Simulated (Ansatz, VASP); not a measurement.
# Two plane-wave programs on ZnS

```xyz
8
Lattice="3.8227 0.0000 0.0000 -1.9114 3.3106 0.0000 0.0000 0.0000 12.5200" Properties=species:S:1:pos:R:3 pbc="T T T"
Zn    1.9114    1.1035    9.3900
Zn    0.0000    2.2070    3.1300
Zn    0.0000    0.0000    6.2600
Zn    0.0000    0.0000    0.0000
S     1.9114    1.1035   11.7375
S     0.0000    2.2070    5.4775
S     0.0000    0.0000    8.6075
S     0.0000    0.0000    2.3475
```

Alike in both runs: task single point; functional PBE; k mesh 11 × 11 × 3; occupations fermi-dirac, width 0.05 eV; no spin polarisation.

|  | VASP | Ansatz |
| --- | --- | --- |
| version | VASP 6.6.1 | Ansatz 0.2.0 |
| potentials or method | VASP PAW PBE potentials, release 64 (Zn, S) | Ansatz PAW |
| plane-wave cutoff (eV) | 520 | 420 |
| valence electrons in the cell | 72 | 72 |

|  | VASP | Ansatz | Ansatz less VASP |
| --- | --- | --- | --- |
| gap on the k mesh at the Fermi level (eV) | 2.13 | 2.13 | -0.005 |
| least direct gap on the mesh (eV) | 2.13 | 2.13 | -0.005 |
| pressure (GPa) | 1.5 | 1.3 | -0.17 |
| traceless stress, the component that is largest in VASP (GPa) | -0.09 | -0.09 | -0.003 |
| rms of the force components (eV/Å) | 0.015 | 0.015 | -0.0002 |

Atom by atom the forces differ by 0.000 eV/Å (rms over components).

Noted on Ansatz's run: odd divisions of the mesh miss points on the zone boundary, where band edges often lie, so the gap on the mesh can be too wide.
